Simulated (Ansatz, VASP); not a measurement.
# Be2C in VASP and in Ansatz

```
Be C
1.0
     0.00000    2.14460    2.14460
     2.14460    0.00000    2.14460
     2.14460    2.14460    0.00000
Be C
2 1
Direct
  0.25000 0.25000 0.25000
  0.75000 0.75000 0.75000
  0.00000 0.00000 0.00000
```

Alike in both runs: task single point; functional PBEsol; k mesh 8 × 8 × 8; no spin polarisation.

|  | VASP | Ansatz |
| --- | --- | --- |
| version | VASP 6.6.1 | Ansatz 0.2.0 |
| potentials or method | VASP PAW PBE potentials, release 64 (Be, C), cutoff 600 eV | all-electron LAPW, scalar-relativistic |
| occupations | gaussian, width 0.01 eV | fixed |

|  | VASP | Ansatz | Ansatz less VASP |
| --- | --- | --- | --- |
| gap on the k mesh at the Fermi level (eV) | 1.07 | 1.08 | +0.011 |
| pressure (GPa) | 3.8 | 3.0 | -0.79 |

VASP's potentials were made for PBE, not for PBEsol. Ansatz ran all-electron here, and VASP with PAW potentials.
